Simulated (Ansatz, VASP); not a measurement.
# One calculation of Cd, two programs

File INCAR:

```
SYSTEM = Cd
ALGO = Normal
EDIFF = 1E-6
ENCUT = 520
GGA = PE
ISIF = 2
ISMEAR = 0
LASPH = .TRUE.
LCHARG = .FALSE.
LREAL = .FALSE.
LWAVE = .FALSE.
NBANDS = 12
NELM = 80
PREC = Accurate
SIGMA = 0.1
```

Contents of KPOINTS:

```
k-points
0
G
  14 14 14
  0 0 0
```

File POSCAR:

```
Cd
1.0
    0.0000000000      2.2181497500      2.2181497500
    2.2181497500      0.0000000000      2.2181497500
    2.2181497500      2.2181497500      0.0000000000
Cd
1
Direct
   -0.0053648317      0.0129161703     -0.0134571618
```

Input for Ansatz:

```yaml
crystal:
  lattice:
    - [0.0, 2.21814975, 2.21814975]
    - [2.21814975, 0.0, 2.21814975]
    - [2.21814975, 2.21814975, 0.0]
  atoms:
    - { symbol: Cd, position: [-0.0053648317, 0.0129161703, -0.0134571618] }
basis:
  ecutwfc: 420
kpoints:
  mp_grid: { grid: [14, 14, 14] }
hamiltonian:
  xc: pbe
scf:
  occupations: { method: gaussian, width: 0.1 }
output:
  forces: true
  stress: true
  eigenvalues: true
```

Change from the starting cell: one atom moved.

Alike in both runs: task single point; functional PBE; k mesh 14 × 14 × 14; occupations gaussian, width 0.1 eV; no spin polarisation.

|  | VASP | Ansatz |
| --- | --- | --- |
| version | VASP 6.6.1 | Ansatz 0.2.0 |
| potentials or method | VASP PAW PBE potentials, release 64 (Cd), cutoff 520 eV | scalar-relativistic, plane waves, PAW |
| valence electrons in the cell | 12 | 20 |

VASP gave:

* gap on the k mesh at the Fermi level (eV): none
* pressure (GPa): 2.4

**Question.** Estimate Ansatz's values.

**Answer.** gap on the k mesh at the Fermi level (eV): none; pressure (GPa): 2.1.

A gap of «none» marks a metal or a gap that the smearing closes. With one functional, cell and mesh, what is left measures potentials, basis and numerics. VASP's potentials hold 12 valence electrons a cell and Ansatz's 20, so a difference there can come from the potentials and not from the codes.
